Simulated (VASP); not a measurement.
Input of a VASP 6.6.1 run:

POSCAR

```
SrO
1.0
    0.0000000000      2.4670080000      2.7753840000
    2.4670080000      0.0000000000      2.7753840000
    2.4670080000      2.4670080000      0.0000000000
Sr O
1 1
Direct
    0.0000000000      0.0000000000      0.0000000000
    0.5000000000      0.5000000000      0.5000000000
```

File INCAR.step1:

```
  PREC = Accurate
  ENCUT = 520
  ISMEAR = 0
  SIGMA = 0.05
  LREAL = False
  LASPH = True
  NELM = 60
  NBANDS = 15
  GGA = PE
  ALGO = Normal
  EDIFF = 1E-4
  LWAVE = True
  LCHARG = False
```

File INCAR.step2:

```
  PREC = Accurate
  ENCUT = 520
  EDIFF = 1E-6
  ISMEAR = 0
  SIGMA = 0.05
  LREAL = False
  LASPH = True
  NELM = 60
  ALGO = Normal
  ISIF = 2
  LWAVE = False
  LCHARG = False
  METAGGA = R2SCAN
  LMIXTAU = True
  NBANDS = 15
  ISTART = 1
```

File KPOINTS:

```
regular mesh
0
Gamma
  8 8 8
```

Potentials or basis: VASP PAW PBE potentials, release 64 (Sr_sv, O).

Run with:

```sh
$ cat potpaw_PBE.64/Sr_sv/POTCAR potpaw_PBE.64/O/POTCAR > POTCAR
$ cp INCAR.step1 INCAR
$ mpirun -np 1 vasp_std > vasp.out
$ cp INCAR.step2 INCAR
$ mpirun -np 1 vasp_std > vasp.out
```

(1) What does it give for the band gap on the k mesh?

(2) Predict the pressure.

Results:

(1) 3.54 eV (least direct gap 3.55 eV).

(2) 5.2 GPa.

Caveat: the cell differs from its parent crystal (strain -0.040 along x and y, +0.080 along z); the cell stands under pressure; the PAW data sets were made with another functional, which shifts forces and pressure a little.
